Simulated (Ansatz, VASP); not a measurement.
**Ta: VASP beside Ansatz**

```
CELL_PARAMETERS angstrom
2.28410 0.00000 0.00000
0.00000 2.28410 0.00000
0.00000 0.00000 2.28410
ATOMIC_POSITIONS crystal
Ta 0.00000 0.00000 0.00000
```

Change from the starting cell: volume scaled by 0.6, LAPW.

Alike in both runs: task single point; functional PBEsol; k mesh 14 × 14 × 14; occupations fermi-dirac, width 0.05 eV; no spin polarisation.

|  | VASP | Ansatz |
| --- | --- | --- |
| version | VASP 6.6.1 | Ansatz 0.2.0 |
| potentials or method | VASP PAW PBE potentials, release 64 (Ta_pv), cutoff 520 eV | all-electron LAPW, scalar-relativistic |

Ansatz gave:

```
pressure (GPa) : 214.7
```

Problem. Which values does VASP return?

Solution. Pressure (GPa): 223.2.

VASP's potentials were made for PBE, not for PBEsol. Both programs put the cell under a high pressure, so it lies far from rest at this level. Ansatz ran all-electron here, and VASP with PAW potentials.

Spin-orbit coupling is off throughout. Noted on VASP's run: the cell as given lies far from equilibrium.
